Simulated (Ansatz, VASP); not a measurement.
Ba2ZnCu2Se2O2: VASP beside Ansatz

The input INCAR:

```
ALGO     = Normal         # electronic algorithm
EDIFF    = 1E-6           # SCF threshold, eV
ENCUT    = 600            # plane-wave cutoff, eV
GGA      = PE             # functional
GGA_COMPAT= F            
ISIF     = 2              # what is computed and relaxed
ISMEAR   = 0              # smearing method
LASPH    = T              # aspherical terms in the spheres
LCHARG   = F              # write CHGCAR
LREAL    = F              # projectors in reciprocal space
LWAVE    = F              # write WAVECAR
NBANDS   = 49             # bands
NELM     = 120            # most SCF steps
PREC     = Accurate       # precision mode
SIGMA    = 0.1            # smearing width, eV
```

File KPOINTS:

```
k-points
0
Gamma
  6 6 6
```

Contents of POSCAR:

```
Ba2ZnCu2Se2O2
1.0
   -2.1028950000      2.1028950000      9.5103500000
    2.1028950000     -2.1028950000      9.5103500000
    2.1028950000      2.1028950000     -9.5103500000
Ba Zn Cu Se O
2 1 2 2 2
Direct
    0.0906600000      0.0906600000      0.0000000000
    0.9093400000      0.9093400000      0.0000000000
    0.5000000000      0.5000000000      0.0000000000
    0.7500000000      0.2500000000      0.5000000000
    0.2500000000      0.7500000000      0.5000000000
    0.6746560000      0.6746560000      0.0000000000
    0.3253440000      0.3253440000      0.0000000000
    0.0000000000      0.5000000000      0.5000000000
    0.5000000000      0.0000000000      0.5000000000
```

Input for Ansatz:

```yaml
crystal:
  lattice:
    - [-2.102895, 2.102895, 9.51035]
    - [2.102895, -2.102895, 9.51035]
    - [2.102895, 2.102895, -9.51035]
  atoms:
    - { symbol: Ba, position: [0.09066, 0.09066, 0.0] }
    - { symbol: Ba, position: [0.90934, 0.90934, 0.0] }
    - { symbol: Zn, position: [0.5, 0.5, 0.0] }
    - { symbol: Cu, position: [0.75, 0.25, 0.5] }
    - { symbol: Cu, position: [0.25, 0.75, 0.5] }
    - { symbol: Se, position: [0.674656, 0.674656, 0.0] }
    - { symbol: Se, position: [0.325344, 0.325344, 0.0] }
    - { symbol: O, position: [0.0, 0.5, 0.5] }
    - { symbol: O, position: [0.5, 0.0, 0.5] }
basis:
  ecutwfc: 420
kpoints:
  mp_grid: { grid: [6, 6, 6] }
hamiltonian:
  xc: pbe
scf:
  occupations: { method: gaussian, width: 0.1 }
output:
  forces: true
  stress: true
  eigenvalues: true
```

Alike in both runs: task single point; functional PBE; k mesh 6 × 6 × 6; occupations gaussian, width 0.1 eV; no spin polarisation.

|  | VASP | Ansatz |
| --- | --- | --- |
| version | VASP 6.6.1 | Ansatz 0.2.0 |
| potentials or method | VASP PAW PBE potentials, release 64 (Ba_sv, Zn, Cu, Se, O), cutoff 600 eV | scalar-relativistic, plane waves, PAW |
| valence electrons in the cell | 78 | 114 |

```tsv
	VASP	Ansatz	Ansatz less VASP
gap on the k mesh at the Fermi level (eV)	0.16	0.16	+0.002
least direct gap on the mesh (eV)	0.16	0.16	+0.002
pressure (GPa)	1.5	0.4	-1.06
traceless stress, the component that is largest in VASP (GPa)	1.04	0.97	-0.070
rms of the force components (eV/Å)	0.162	0.108	-0.0536
```

Atom by atom the forces differ by 0.055 eV/Å (rms over components). The functional is the same, so the differences come from potentials, cutoffs and numerics. VASP's potentials hold 78 valence electrons a cell and Ansatz's 114, so a difference there can come from the potentials and not from the codes.

Neither program's run includes spin-orbit coupling.
